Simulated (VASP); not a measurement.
Here is a VASP 6.6.1 calculation.

INCAR

```
SYSTEM = As
PREC = Accurate
ENCUT = 520
EDIFF = 1E-7
ISMEAR = 0
SIGMA = 0.1
LREAL = .FALSE.
LASPH = .TRUE.
NELM = 60
ALGO = Normal
ISIF = 2
LWAVE = .FALSE.
LCHARG = .TRUE.
GGA = PS
LELF = .TRUE.
LVHAR = .TRUE.
NBANDS = 12
```

KPOINTS

```
Automatic mesh
0
G
  16 16 16
  0 0 0
```

POSCAR

```
As
1.0
    0.0000000000      3.0068036210      3.0068036210
    3.0068036210      0.0000000000      3.0068036210
    3.0068036210      3.0068036210      0.0000000000
As
2
Direct
    0.0000000000      0.0000000000      0.0000000000
    0.2500000000      0.2500000000      0.2500000000
```

Potentials or basis: VASP PAW PBE potentials, release 64 (As).

Launch:

```bash
$ cat potpaw_PBE.64/As/POTCAR > POTCAR
$ mpirun -np 1 vasp_std > vasp.out
```

(1) Estimate the pressure.

(2) What does it give for the band gap on the k mesh?

## Answers

(1) 0.2 GPa.

(2) zero (band 5 reaches 4.33 eV, above the bottom of band 6 at 2.47 eV).

Caveat: the PAW data sets were made with another functional, which shifts forces and pressure a little.
